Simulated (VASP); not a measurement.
Write the native input for VASP 6.6.1 that does the following.

| Property | Result |
| --- | --- |
| Task | single point |
| Functional | r2SCAN |
| Potentials or basis | VASP PAW PBE potentials, release 64 (Ba_sv, S) |
| Cutoff | 520 eV |
| k mesh | 6 × 6 × 6 |
| Occupations | gaussian, width 0.01 eV |
| Spin | no spin polarisation |
| Dipole correction | no |
| Further INCAR settings | ALGO = Normal; EDIFF = 1e-07; NBANDS = 15 |

Crystal: BaS.

```
Ba S
1.0
     3.92999    0.00000    0.00000
     0.00000    3.92999    0.00000
     0.00000    0.00000    3.92999
Ba S
1 1
Direct
  0.00000 0.00000 0.00000
  0.50000 0.50000 0.50000
```

This cell differs from its parent crystal: strain +2.5%.

These files were run (other wordings do the same):

POSCAR

```
BaS
1.0
    3.9299855979      0.0000000000      0.0000000000
    0.0000000000      3.9299855979      0.0000000000
    0.0000000000      0.0000000000      3.9299855979
Ba S
1 1
Direct
    0.0000000000      0.0000000000      0.0000000000
    0.5000000000      0.5000000000      0.5000000000
```

INCAR.step1

```
PREC = Accurate
ENCUT = 520
ISMEAR = 0
SIGMA = 0.01
LREAL = F
LASPH = T
NELM = 100
NBANDS = 15
GGA = PE
ALGO = Normal
EDIFF = 1E-4
LWAVE = T
LCHARG = F
```

INCAR.step2

```
PREC = Accurate
ENCUT = 520
EDIFF = 1E-7
ISMEAR = 0
SIGMA = 0.01
LREAL = F
LASPH = T
NELM = 100
ALGO = Normal
ISIF = 2
LWAVE = F
LCHARG = T
METAGGA = R2SCAN
LMIXTAU = T
LELF = T
LVHAR = T
NBANDS = 15
ISTART = 1
```

KPOINTS

```
regular mesh
0
Gamma
  6 6 6
```

Potentials or basis: VASP PAW PBE potentials, release 64 (Ba_sv, S).

Run with:

```sh
$ cat potpaw_PBE.64/Ba_sv/POTCAR potpaw_PBE.64/S/POTCAR > POTCAR
$ cp INCAR.step1 INCAR
$ mpirun -np 1 vasp_std > vasp.out
$ cp INCAR.step2 INCAR
$ mpirun -np 1 vasp_std > vasp.out
```

Results of the run:

```yaml
Pressure: -2.4 GPa
Band_gap_on_the_k_mesh: 1.91 eV (least direct gap 2.05 eV)
```

Caveat: the cell differs from its parent crystal (strain +2.5%); the structure was generated, so it needn't be the stable form of BaS; the PAW data sets were made with another functional, which shifts forces and pressure a little; spin-orbit coupling is left out, which moves the levels of the heavy elements.

It took 43 s on 1 thread of Intel(R) Xeon(R) 6975P-C (Granite Rapids), with other jobs on the host, peak memory 0.18 GiB.
